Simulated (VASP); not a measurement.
Input of a VASP 6.6.1 run:

The input POSCAR:

```
Mg2C
1.0
    0.0000000000      2.7641118490      2.7641118490
    2.7641118490      0.0000000000      2.7641118490
    2.7641118490      2.7641118490      0.0000000000
C Mg
1 2
Direct
    0.0000000000      0.0000000000      0.0000000000
    0.2500000000      0.2500000000      0.2500000000
    0.7500000000      0.7500000000      0.7500000000
```

File INCAR.step1:

```
SYSTEM = Mg2C
PREC     = Accurate       ! precision mode
ENCUT    = 520            ! plane-wave cutoff, eV
ISMEAR   = 0              ! smearing method
SIGMA    = 0.01           ! smearing width, eV
LREAL    = .False.        ! projectors in reciprocal space
LASPH    = .True.         ! aspherical terms in the spheres
NELM     = 100            ! most SCF steps
NBANDS   = 11             ! bands
GGA      = PE             ! functional
ALGO     = Normal         ! electronic algorithm
EDIFF    = 1E-4           ! SCF threshold, eV
LWAVE    = .True.         ! write WAVECAR
LCHARG   = .False.        ! write CHGCAR
```

INCAR.step2

```
SYSTEM = Mg2C
PREC     = Accurate       ! precision mode
ENCUT    = 520            ! plane-wave cutoff, eV
EDIFF    = 1E-6           ! SCF threshold, eV
ISMEAR   = 0              ! smearing method
SIGMA    = 0.01           ! smearing width, eV
LREAL    = .False.        ! projectors in reciprocal space
LASPH    = .True.         ! aspherical terms in the spheres
NELM     = 100            ! most SCF steps
ALGO     = Normal         ! electronic algorithm
ISIF     = 2              ! what is computed and relaxed
LWAVE    = .False.        ! write WAVECAR
LCHARG   = .False.        ! write CHGCAR
METAGGA  = R2SCAN         ! meta-GGA
LMIXTAU  = .True.       
NBANDS   = 11             ! bands
ISTART   = 1
```

Contents of KPOINTS:

```
Automatic mesh
0
Gamma
  6 6 6
  0 0 0
```

Potentials or basis: VASP PAW PBE potentials, release 64 (C, Mg).

Launch:

```sh
$ cat potpaw_PBE.64/C/POTCAR potpaw_PBE.64/Mg/POTCAR > POTCAR
$ cp INCAR.step1 INCAR
$ mpirun -np 1 vasp_std > vasp.out
$ cp INCAR.step2 INCAR
$ mpirun -np 1 vasp_std > vasp.out
```

Task: Predict the pressure.

Result: -5.6 GPa.

Task: Predict the band gap on the k mesh.

Result: 1.09 eV, indirect (least direct gap 1.57 eV).

Caveat: the PAW data sets were made with another functional, which shifts forces and pressure a little. A k mesh can miss the band edges.
